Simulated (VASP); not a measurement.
Input of a VASP 6.6.1 run:

Contents of POSCAR:

```
Rh
1.0
    2.8658617745      0.0000000000      0.0000000000
   -1.4329308873      2.4819091005      0.0000000000
    0.0000000000      0.0000000000      4.1920670021
Rh
2
Direct
    0.6666666667      0.3333333333      0.7500000000
    0.3333333333      0.6666666667      0.2500000000
```

Contents of INCAR.step1:

```
  PREC = Accurate
  ENCUT = 520
  ISMEAR = 0
  SIGMA = 0.1
  LREAL = False
  LASPH = True
  NELM = 100
  NBANDS = 22
  GGA = PE
  ALGO = Normal
  EDIFF = 1E-4
  LWAVE = True
  LCHARG = False
```

INCAR.step2

```
  PREC = Accurate
  ENCUT = 520
  EDIFF = 1E-6
  ISMEAR = 0
  SIGMA = 0.1
  LREAL = False
  LASPH = True
  NELM = 100
  ALGO = Normal
  ISIF = 2
  LWAVE = False
  LCHARG = True
  METAGGA = R2SCAN
  LMIXTAU = True
  LELF = True
  LVHAR = True
  NBANDS = 22
  ISTART = 1
```

KPOINTS

```
regular mesh
0
Gamma
  24 24 12
```

Potentials or basis: VASP PAW PBE potentials, release 64 (Rh_pv).

Command:

```sh
$ cat potpaw_PBE.64/Rh_pv/POTCAR > POTCAR
$ cp INCAR.step1 INCAR
$ mpirun -np 1 vasp_std > vasp.out
$ cp INCAR.step2 INCAR
$ mpirun -np 1 vasp_std > vasp.out
```

(1) Predict the band gap on the k mesh.

(2) Estimate the pressure.

Results:

(1) zero (band 15 reaches 10.80 eV, above the bottom of band 16 at 9.04 eV).

(2) -14.7 GPa.

Caveat: the cell differs from its parent crystal (biaxial strain in the a-b plane: +6.0 %); the PAW data sets were made with another functional, which shifts forces and pressure a little.
